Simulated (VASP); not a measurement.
Write the native input for VASP 6.6.1 that does the following.

* Task: single point
* Functional: PBEsol
* Potentials or basis: VASP PAW PBE potentials, release 64 (Ba_sv, Sb, P)
* Cutoff: 520 eV
* k mesh: 2 × 2 × 2
* Occupations: methfessel-paxton, width 0.035 eV
* Spin: no spin polarisation
* Dipole correction: no
* Further INCAR settings: ALGO = Normal; EDIFF = 1e-06; NBANDS = 28

The structure of Ba3SbP lies in POSCAR:

```
Ba3SbP
1.0
    6.1131770000      0.0000000000      0.0000000000
    0.0000000000      6.1131770000      0.0000000000
    0.0000000000      0.0000000000      6.1131770000
Ba Sb P
3 1 1
Direct
    0.0000000000      0.5000000000      0.5000000000
    0.5000000000      0.0000000000      0.5000000000
    0.5000000000      0.5000000000      0.0000000000
    0.0000000000      0.0000000000      0.0000000000
    0.5000000000      0.5000000000      0.5000000000
```

The input as run:

INCAR

```
PREC = Accurate
ENCUT = 520
EDIFF = 1E-6
ISMEAR = 1
SIGMA = 0.035
LREAL = F
LASPH = T
NELM = 80
ALGO = Normal
ISIF = 2
LWAVE = F
LCHARG = T
GGA = PS
LELF = T
LVHAR = T
NBANDS = 28
```

KPOINTS

```
Automatic mesh
0
Gamma
  2 2 2
```

Potentials or basis: VASP PAW PBE potentials, release 64 (Ba_sv, Sb, P).

Run with:

```console
$ cat potpaw_PBE.64/Ba_sv/POTCAR potpaw_PBE.64/Sb/POTCAR potpaw_PBE.64/P/POTCAR > POTCAR
$ mpirun -np 1 vasp_std > vasp.out
```

Results of the run:

| Property | Result |
| --- | --- |
| Pressure | -0.4 GPa |
| Band gap on the k mesh | 0.13 eV, direct |

Caveat: the k points lie up to 0.51 Å⁻¹ apart; the PAW data sets were made with another functional, which shifts forces and pressure a little; spin-orbit coupling is left out, which moves the levels of the heavy elements.

Wall time 71 s on 1 thread of AMD EPYC 7R13 (shared host), peak memory 0.29 GiB.
